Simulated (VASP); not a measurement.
Be3N2, 10 atoms in the cell. Symmetry: P6_3/mmc, No. 194, hexagonal system. Conventional cell: a = 2.842 Å, b = 2.842 Å, c = 9.747 Å, α = 90.00°, β = 90.00°, γ = 120.00°. Within 2.4 Å of Be (site symmetry 3m) lie 4 N at 1.67 to 1.81 Å and 6 Be at 2.24 to 2.34 Å. Be (site symmetry -6m2) has 3 N at 1.64 Å within 2.2 Å. Within 2.5 Å of N (site symmetry -3m) lie 8 Be at 1.81 to 2.44 Å. Within 2.2 Å of N (site symmetry -6m2) lie 5 Be at 1.64 to 1.67 Å. 

| Item | Value |
| --- | --- |
| Program | VASP 6.6.1 |
| Task | relaxation of cell and atoms |
| Functional | PBEsol |
| Potentials or basis | VASP PAW PBE potentials, release 64 (Be, N) |
| Cutoff | 600 eV |
| k mesh | 9 × 9 × 4 |
| Occupations | gaussian, width 0.02 eV |
| Spin | no spin polarisation |
| Dipole correction | no |
| Further INCAR settings | ALGO = Normal; EDIFF = 1e-07; IBRION = 2; EDIFFG = -0.002; NSW = 100; ISIF = 3 |

Potentials or basis: VASP PAW PBE potentials, release 64 (Be, N).

Launch:

```bash
$ cat potpaw_PBE.64/Be/POTCAR potpaw_PBE.64/N/POTCAR > POTCAR
$ mpirun -np 1 vasp_std > vasp.out
```

Hardware: 1 thread of Intel Xeon 8259CL, with other jobs on the host.

Problem. How long does it take, and how much memory?

Solution. Wall time 4.6 min on 1 thread of Intel Xeon 8259CL (shared host), peak memory 0.23 GiB. Counts: scf iterations 34, k points 36, ion steps 4.
